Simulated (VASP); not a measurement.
# ZrO2 (Cubic zirconia) (Fm-3m) in VASP: further runs

The runs below take ZrO2 (Cubic zirconia) through single point, with PBE.

Everything below comes from runs of VASP 6.6.1. Logs are shortened: lines on timing, memory, paths and dates and some standing lists are left out, and cuts for length are marked.

## Step 1: The cell of the first run

The structure is cubic, space group Fm-3m (No. 225). Conventional cell: a = 4.931 Å, b = 4.931 Å, c = 4.931 Å, α = 90.00°, β = 90.00°, γ = 90.00°. Zr (site symmetry m-3m) has 8 O at 2.14 Å within 2.8 Å. O (site symmetry -43m) has 4 Zr at 2.14 Å and 6 O at 2.47 Å within 2.8 Å.

## Step 2: Single point, PBE

Contents of INCAR:

```
PREC     = Accurate       # precision mode
ENCUT    = 600            # plane-wave cutoff, eV
EDIFF    = 1E-6           # SCF threshold, eV
ISMEAR   = 0              # smearing method
SIGMA    = 0.01           # smearing width, eV
LREAL    = F              # projectors in reciprocal space
LASPH    = T              # aspherical terms in the spheres
NELM     = 120            # most SCF steps
ALGO     = Normal         # electronic algorithm
ISIF     = 2              # what is computed and relaxed
LWAVE    = F              # write WAVECAR
LCHARG   = F              # write CHGCAR
GGA      = PE             # functional
NBANDS   = 19             # bands
GGA_COMPAT= F
```

Contents of KPOINTS:

```
Automatic mesh
0
Gamma
  6 6 6
```

Contents of POSCAR:

```
ZrO2
1.0
    0.0000000000      2.4655126745      2.4655126745
    2.4655126745      0.0000000000      2.4655126745
    2.4655126745      2.4655126745      0.0000000000
Zr O
1 2
Direct
    0.0000000000      0.0000000000      0.0000000000
    0.2500000000      0.2500000000      0.2500000000
    0.7500000000      0.7500000000      0.7500000000
```

Potentials or basis: VASP PAW PBE potentials, release 64 (Zr_sv, O).

The run is started by

```
$ cat potpaw_PBE.64/Zr_sv/POTCAR potpaw_PBE.64/O/POTCAR > POTCAR
$ mpirun -np 1 vasp_std > vasp.out
```

OUTCAR:

```text
PREC = Accurate
   ENCUT = 600
   EDIFF = 1E-6
   ISMEAR = 0
   LREAL = F
   LASPH = T
   NELM = 120
   ISIF = 2
   GGA = PE

 ion  position               nearest neighbor table
   1  0.000  0.000  0.000-   3 2.14   2 2.14   3 2.14   2 2.14   3 2.14   3 2.14   2 2.14   2 2.14

   2  0.250  0.250  0.250-   1 2.14   1 2.14   1 2.14   1 2.14
   3  0.750  0.750  0.750-   1 2.14   1 2.14   1 2.14   1 2.14

  LATTYP: Found a face centered cubic cell.
 ALAT       =     4.9310253490

  Lattice vectors:

 A1 = (   0.0000000000,   2.4655126745,   2.4655126745)
 A2 = (   2.4655126745,   0.0000000000,   2.4655126745)
 A3 = (   2.4655126745,   2.4655126745,   0.0000000000)

Analysis of symmetry for initial positions (statically):
=====================================================================
 Subroutine PRICEL returns:
 Original cell was already a primitive cell.

 Routine SETGRP: Setting up the symmetry group for a
 face centered cubic supercell.

 Subroutine GETGRP returns: Found 48 space group operations
 (whereof 48 operations were pure point group operations)
 out of a pool of 48 trial point group operations.

The static configuration has the point symmetry O_h .

Analysis of symmetry for dynamics (positions and initial velocities):
=====================================================================
 Subroutine PRICEL returns:
 Original cell was already a primitive cell.

 Routine SETGRP: Setting up the symmetry group for a
 face centered cubic supercell.

 Subroutine GETGRP returns: Found 48 space group operations
 (whereof 48 operations were pure point group operations)
 out of a pool of 48 trial point group operations.

The dynamic configuration has the point symmetry O_h .

 Subroutine INISYM returns: Found 48 space group operations
 (whereof 48 operations are pure point group operations),
 and found     1 'primitive' translations

----------------------------------------------------------------------------------------

                                     Primitive cell

  volume of cell :      29.9745

  direct lattice vectors                    reciprocal lattice vectors
     0.000000000  2.465512674  2.465512674    -0.202797578  0.202797578  0.202797578
     2.465512674  0.000000000  2.465512674     0.202797578 -0.202797578  0.202797578
     2.465512674  2.465512674  0.000000000     0.202797578  0.202797578 -0.202797578

  length of vectors
     3.486761462  3.486761462  3.486761462     0.351255710  0.351255710  0.351255710

  position of ions in fractional coordinates (direct lattice)
     0.000000000  0.000000000  0.000000000
     0.250000000  0.250000000  0.250000000
     0.750000000  0.750000000  0.750000000

  ion indices of the primitive-cell ions
   primitive index   ion index
                 1           1
                 2           2
                 3           3

----------------------------------------------------------------------------------------

 KPOINTS: Automatic mesh

Automatic generation of k-mesh.
 Grid dimensions read from file:
 generate k-points for:    6    6    6

 Generating k-lattice:

  Cartesian coordinates                     Fractional coordinates (reciprocal lattice)
    -0.033799596  0.033799596  0.033799596     0.166666667  0.000000000  0.000000000
     0.033799596 -0.033799596  0.033799596     0.000000000  0.166666667  0.000000000
     0.033799596  0.033799596 -0.033799596     0.000000000  0.000000000  0.166666667

  Length of vectors
     0.058542618  0.058542618  0.058542618

  Shift w.r.t. Gamma in fractional coordinates (k-lattice)
     0.000000000  0.000000000  0.000000000

 Subroutine IBZKPT returns following result:
 ===========================================

 Found     16 irreducible k-points:

 Following reciprocal coordinates:
            Coordinates               Weight
  0.000000  0.000000  0.000000      1.000000
  0.166667  0.000000  0.000000      8.000000
  0.333333  0.000000  0.000000      8.000000
  0.500000  0.000000  0.000000      4.000000
  0.166667  0.166667  0.000000      6.000000
  0.333333  0.166667  0.000000     24.000000
[... 8 lines left out ...]
 -0.333333  0.333333  0.166667     24.000000
 -0.333333  0.500000  0.166667     12.000000
   k-points           NKPTS =     16   k-points in BZ     NKDIM =     16   number of bands    NBANDS=     19
   number of dos      NEDOS =    301   number of ions     NIONS =      3
   total plane-waves  NPLWV =  21952
   dimension x,y,z NGX =    28 NGY =   28 NGZ =   28
   dimension x,y,z NGXF=    56 NGYF=   56 NGZF=   56
   ions per type =               1   2
   NGX,Y,Z   is equivalent  to a cutoff of  13.35, 13.35, 13.35 a.u.
   NGXF,Y,Z  is equivalent  to a cutoff of  26.70, 26.70, 26.70 a.u.
 SYSTEM =  unknown system
   PREC   = accura    normal or accurate (medium, high low for compatibility)
   ISTART =      0    job   : 0-new  1-cont  2-samecut
   ICHARG =      2    charge: 1-file 2-atom 10-const
   ISPIN  =      1    spin polarized calculation?
   LNONCOLLINEAR =      F non collinear calculations
   LSORBIT =      F    spin-orbit coupling
   LASPH  =      T    aspherical Exc in radial PAW
   ENCUT  =  600.0 eV  44.10 Ry    6.64 a.u.   6.96  6.96  6.96*2*pi/ulx,y,z
   NELM   =    120;   NELMIN=  2; NELMDL= -5     # of ELM steps
   EDIFF  = 0.1E-05   stopping-criterion for ELM
   LREAL  =      F    real-space projection
   EDIFFG = 0.1E-04   stopping-criterion for IOM
   NSW    =      0    number of steps for IOM
   IBRION =     -1    ionic relax: 0-MD 1-quasi-New 2-CG
   NFREE  =      0    steps in history (QN), initial steepest desc. (CG)
   ISIF   =      2    stress and relaxation
   ISYM   =      2    0-nonsym 1-usesym 2-fastsym
   POTIM  = 0.5000    time-step for ionic-motion
   TEBEG  =    0.0;   TEEND  =   0.0 temperature during run
   PSTRESS=    0.0 pullay stress
   NELECT =      24.0000    total number of electrons
   NUPDOWN=      -1.0000    fix difference up-down
   EMIN   =  10.00;   EMAX   =-10.00  energy-range for DOS
   EFERMI =   0.00;   METHOD = LEGACY
   ISMEAR =     0;   SIGMA  =   0.01  broadening in eV -4-tet -1-fermi 0-gaus
   EFERMI_NEDOS =   21; number of points for ismear=-14 and -15
   IALGO  =     38    algorithm
   IMIX   =      4    mixing-type and parameters
     AMIX     =   0.40;   BMIX     =  1.00
     AMIX_MAG =   1.60;   BMIX_MAG =  1.00
  volume/ion in A,a.u.               =       9.99        67.43
  Fermi-wavevector in a.u.,A,eV,Ry     =   1.520179  2.872721 31.442297  2.310944
  Thomas-Fermi vector in A             =   2.629064
   LORBIT       =      0    0 simple, 1 ext, 2 COOP (PROOUT), +10 PAW based schemes
   GGA     = PE    functional components
   LHFCALC =     F    Hartree Fock is set to
   AEXX    =    0.0000 exact exchange contribution
   IVDW    =     0    specifies the selected vdW correction
   LEPSILON=     F    determine dielectric tensor
   LRPA    =     F    only Hartree local field effects (RPA)
 non-spin polarized calculation
 Gauss-broadening in eV      SIGMA  =   0.01
  energy-cutoff  :      600.00
  volume of cell :       29.97
 maximum number of plane-waves:      1018
   NGX = 13   NGY = 13   NGZ = 13

 number of electron      24.0000010 magnetization

 Free energy of the ion-electron system (eV)
  ---------------------------------------------------
  ext. energy  EPLUGINS =         0.00000000
  ---------------------------------------------------
  free energy    TOTEN  =       -28.23307188 eV

  energy without entropy =      -28.23307188  energy(sigma->0) =      -28.23307188

 E-fermi :   8.4781     XC(G=0): -12.3036

 val. band max:        8.3402926980   @ k =   0.5000   0.5000   0.0000
 cond. band min:      11.9480809051   @ k =   0.0000   0.0000   0.0000
 fundamental gap:      3.6077882070
 Fermi energy:         8.4780852624

 k-point     1 :       0.0000    0.0000    0.0000
  band No.  band energies     occupation
      1     -39.3086      2.00000
      2     -17.1347      2.00000
      3     -17.1347      2.00000
      4     -17.1347      2.00000
      5     -10.3144      2.00000
      6      -7.4070      2.00000
[... 11 lines left out ...]
     18      18.9122      0.00000
     19      23.5290      0.00000

 k-point     2 :       0.1667    0.0000    0.0000
  band No.  band energies     occupation
      1     -39.2894      2.00000
      2     -17.4328      2.00000
      3     -17.1611      2.00000
      4     -17.1611      2.00000
      5      -9.8369      2.00000
      6      -7.7173      2.00000
[... 11 lines left out ...]
     18      18.4603      0.00000
     19      23.1308      0.00000

 k-point     3 :       0.3333    0.0000    0.0000
  band No.  band energies     occupation
      1     -39.2506      2.00000
      2     -17.9466      2.00000
      3     -17.2132      2.00000
      4     -17.2132      2.00000
      5      -9.2704      2.00000
      6      -7.8503      2.00000
[... 11 lines left out ...]
     18      18.5113      0.00000
     19      22.8524      0.00000

 k-point     4 :       0.5000    0.0000    0.0000
  band No.  band energies     occupation
      1     -39.2310      2.00000
      2     -18.1742      2.00000
      3     -17.2390      2.00000
      4     -17.2390      2.00000
      5      -9.3010      2.00000
      6      -7.5519      2.00000
[... 231 lines left out ...]
     18      19.8892      0.00000
     19      24.4757      0.00000

 k-point    15 :      -0.3333    0.3333    0.1667
  band No.  band energies     occupation
      1     -39.2117      2.00000
      2     -17.9553      2.00000
      3     -17.7122      2.00000
      4     -17.3422      2.00000
      5      -8.4705      2.00000
      6      -8.0436      2.00000
[... 11 lines left out ...]
     18      20.3883      0.00000
     19      24.8684      0.00000

 k-point    16 :      -0.3333    0.5000    0.1667
  band No.  band energies     occupation
      1     -39.2053      2.00000
      2     -18.0619      2.00000
      3     -17.6341      2.00000
      4     -17.4012      2.00000
      5      -8.5334      2.00000
      6      -7.8822      2.00000
[... 11 lines left out ...]
     18      21.6113      0.00000
     19      24.4328      0.00000

------------------------ aborting loop because EDIFF is reached ----------------------------------------

  FORCE on cell =-STRESS in cart. coord.  units (eV):
  Direction    XX          YY          ZZ          XY          YZ          ZX
  --------------------------------------------------------------------------------------
  -------------------------------------------------------------------------------------
  Total        6.1915249      6.1915249      6.1915249     -0.0000000      0.0000000     -0.0000000
  in kB      330.9455098    330.9455098    330.9455098     -0.0000000      0.0000000     -0.0000000
  external PRESSURE =     330.9455098 kB  Pullay stress =       0.0000000 kB

 VOLUME and BASIS-vectors are now :
 -----------------------------------------------------------------------------
  energy-cutoff  :      600.00
  volume of cell :       29.97
      direct lattice vectors                 reciprocal lattice vectors
     0.000000000  2.465512674  2.465512674    -0.202797578  0.202797578  0.202797578
     2.465512674  0.000000000  2.465512674     0.202797578 -0.202797578  0.202797578
     2.465512674  2.465512674  0.000000000     0.202797578  0.202797578 -0.202797578

 POSITION                                       TOTAL-FORCE (eV/Angst)
 -----------------------------------------------------------------------------------
      0.00000      0.00000      0.00000         0.000000      0.000000      0.000000
      1.23276      1.23276      1.23276        -0.000000      0.000000     -0.000000
      3.69827      3.69827      3.69827        -0.000000     -0.000000      0.000000
 -----------------------------------------------------------------------------------
    total drift:                                0.000000      0.000000      0.000000

  FREE ENERGIE OF THE ION-ELECTRON SYSTEM (eV)
  ---------------------------------------------------
  free  energy   TOTEN  =       -28.2330718837 eV

  energy  without entropy=      -28.2330718837  energy(sigma->0) =      -28.23307188
```

Wall time 15 s (1 thread of Intel Xeon Platinum 8375C at 2.90GHz (Ice Lake), shared host); peak memory 0.16 GiB.

Results:

* Free energy: -28.2331 eV
* Pressure: 33.1 GPa
* Band gap on the k mesh: 3.61 eV, indirect (least direct gap 4.14 eV)

Levels at points of the mesh, in eV from the valence-band top:
| k point | band 10 | band 11 | band 12 | band 13 | band 14 | band 15 |
| --- | --- | --- | --- | --- | --- | --- |
| (0.00, 0.00, 0.00) | -0.57 | -0.57 | -0.57 | 3.61 | 3.61 | 7.30 |
| (0.50, 0.00, 0.00) | -2.56 | -1.71 | -1.71 | 4.37 | 4.37 | 7.00 |
| (0.50, 0.50, 0.00) | -1.65 | -1.65 | 0.00 | 4.14 | 5.26 | 6.73 |

## Step 3: Single point, PBE

This run uses another cell than the first one, of 10.28 Å³/atom, 1.029 times its volume.

Contents of INCAR:

```
PREC = Accurate
ENCUT = 600
EDIFF = 1E-6
ISMEAR = 0
SIGMA = 0.01
LREAL = F
LASPH = T
NELM = 120
ALGO = Normal
ISIF = 2
LWAVE = F
LCHARG = F
GGA = PE
NBANDS = 19
GGA_COMPAT = F
```

KPOINTS is that of step 2.

Contents of POSCAR:

```
ZrO2
1.0
    0.0000000000      2.4891075308      2.4891075308
    2.4891075308      0.0000000000      2.4891075308
    2.4891075308      2.4891075308      0.0000000000
Zr O
1 2
Direct
    0.0000000000      0.0000000000      0.0000000000
    0.2500000000      0.2500000000      0.2500000000
    0.7500000000      0.7500000000      0.7500000000
```

Potentials or basis: VASP PAW PBE potentials, release 64 (Zr_sv, O).

The run is started by

```
$ cat potpaw_PBE.64/Zr_sv/POTCAR potpaw_PBE.64/O/POTCAR > POTCAR
$ mpirun -np 1 vasp_std > vasp.out
```

Run time: 16 s. Hardware: 1 thread of Intel Xeon Platinum 8375C at 2.90GHz (Ice Lake), shared host; peak memory 0.16 GiB.

Results (log left out):

* Free energy: -28.3877 eV
* Pressure: 23.1 GPa
* Band gap on the k mesh: 3.53 eV, indirect (least direct gap 4.04 eV)

Levels at points of the mesh, in eV from the valence-band top:
```csv
k point,band 10,band 11,band 12,band 13,band 14,band 15
"(0.00, 0.00, 0.00)",-0.55,-0.55,-0.55,3.53,3.53,7.08
"(0.50, 0.00, 0.00)",-2.53,-1.69,-1.69,4.26,4.26,6.72
"(0.50, 0.50, 0.00)",-1.61,-1.61,0.00,4.04,5.10,6.45
```

## Step 4: Single point, PBE

This run uses another cell than the first one, of 10.57 Å³/atom, 1.058 times its volume.

Contents of INCAR:

```
SYSTEM = ZrO2
  PREC = Accurate
  ENCUT = 600
  EDIFF = 1E-6
  ISMEAR = 0
  SIGMA = 0.01
  LREAL = .False.
  LASPH = .True.
  NELM = 120
  ALGO = Normal
  ISIF = 2
  LWAVE = .False.
  LCHARG = .False.
  GGA = PE
  NBANDS = 19
  GGA_COMPAT = .False.
```

Contents of KPOINTS:

```
Automatic mesh
0
Gamma
  6 6 6
  0 0 0
```

Contents of POSCAR:

```
ZrO2
1.0
    0.0000000000      2.5122633492      2.5122633492
    2.5122633492      0.0000000000      2.5122633492
    2.5122633492      2.5122633492      0.0000000000
Zr O
1 2
Direct
    0.0000000000      0.0000000000      0.0000000000
    0.2500000000      0.2500000000      0.2500000000
    0.7500000000      0.7500000000      0.7500000000
```

The run is started by

```
$ cat potpaw_PBE.64/Zr_sv/POTCAR potpaw_PBE.64/O/POTCAR > POTCAR
$ mpirun -np 1 vasp_std > vasp.out
```

It took 13 s on 1 thread of Intel Xeon Platinum 8375C at 2.90GHz (Ice Lake), shared host; peak memory 0.16 GiB.

The run converged. Its results:

| Item | Value |
| --- | --- |
| Free energy | -28.4920 eV |
| Pressure | 14.4 GPa |
| Band gap on the k mesh | 3.46 eV, indirect (least direct gap 3.94 eV) |

Levels at points of the mesh, in eV from the valence-band top:
```tsv
k point	band 9	band 10	band 11	band 12	band 13	band 14	band 15	band 16
(0.00, 0.00, 0.00)	-5.46	-0.54	-0.54	-0.54	3.46	3.46	6.87	9.85
(0.50, 0.00, 0.00)	-2.60	-2.51	-1.67	-1.67	4.15	4.15	6.45	8.88
(0.50, 0.50, 0.00)	-3.21	-1.57	-1.57	0.00	3.94	4.95	6.19	7.62
```

A k mesh can miss the band edges. As with any semilocal functional, this PBE gap is likely too small.

## Step 5: Single point, PBE

This run uses another cell than the first one, of 11.15 Å³/atom, 1.116 times its volume.

Contents of INCAR:

```
PREC = Accurate
ENCUT = 600
EDIFF = 1E-6
ISMEAR = 0
SIGMA = 0.01
LREAL = False
LASPH = True
NELM = 120
ALGO = Normal
ISIF = 2
LWAVE = False
LCHARG = False
GGA = PE
NBANDS = 19
GGA_COMPAT = False
```

Contents of KPOINTS:

```
regular mesh
0
Gamma
  6 6 6
```

Contents of POSCAR:

```
ZrO2
1.0
    0.0000000000      2.5573359526      2.5573359526
    2.5573359526      0.0000000000      2.5573359526
    2.5573359526      2.5573359526      0.0000000000
Zr O
1 2
Direct
    0.0000000000      0.0000000000      0.0000000000
    0.2500000000      0.2500000000      0.2500000000
    0.7500000000      0.7500000000      0.7500000000
```

The run is started by

```
$ cat potpaw_PBE.64/Zr_sv/POTCAR potpaw_PBE.64/O/POTCAR > POTCAR
$ mpirun -np 1 vasp_std > vasp.out
```

Run time: 18 s. Hardware: 1 thread of Intel Xeon Platinum 8375C at 2.90GHz (Ice Lake), shared host; peak memory 0.17 GiB.

Results (log left out):

```
Free energy            : -28.5733 eV
Pressure               : 0.2 GPa
Band gap on the k mesh : 3.31 eV, indirect (least direct gap 3.75 eV)
```

Levels at points of the mesh, in eV from the valence-band top:
| k point | band 9 | band 10 | band 11 | band 12 | band 13 | band 14 | band 15 | band 16 |
| --- | --- | --- | --- | --- | --- | --- | --- | --- |
| (0.00, 0.00, 0.00) | -5.15 | -0.53 | -0.53 | -0.53 | 3.31 | 3.31 | 6.47 | 9.19 |
| (0.50, 0.00, 0.00) | -2.50 | -2.46 | -1.63 | -1.63 | 3.94 | 3.94 | 5.95 | 8.31 |
| (0.50, 0.50, 0.00) | -3.12 | -1.49 | -1.49 | 0.00 | 3.75 | 4.66 | 5.70 | 7.15 |

A k mesh can miss the band edges.

## Step 6: Overview

| cell | gap on the mesh (eV) | pressure (GPa) |
| --- | --- | --- |
| a = 3.487 Å, angles 60.0°, 3 atoms | 3.61 | 33.1 |
| a = 3.520 Å, angles 60.0°, 3 atoms | 3.53 | 23.1 |
| a = 3.553 Å, angles 60.0°, 3 atoms | 3.46 | 14.4 |
| a = 3.617 Å, angles 60.0°, 3 atoms | 3.31 | 0.2 |

Alike in all rows: task single point; level PBE; potentials or basis VASP PAW PBE potentials, release 64 (Zr_sv, O); no spin polarisation; k mesh 6 × 6 × 6; cutoff (eV) 600; smearing gaussian 0.01 eV.

Total energies depend on the potentials used, so only differences within one code and one set of settings carry meaning.
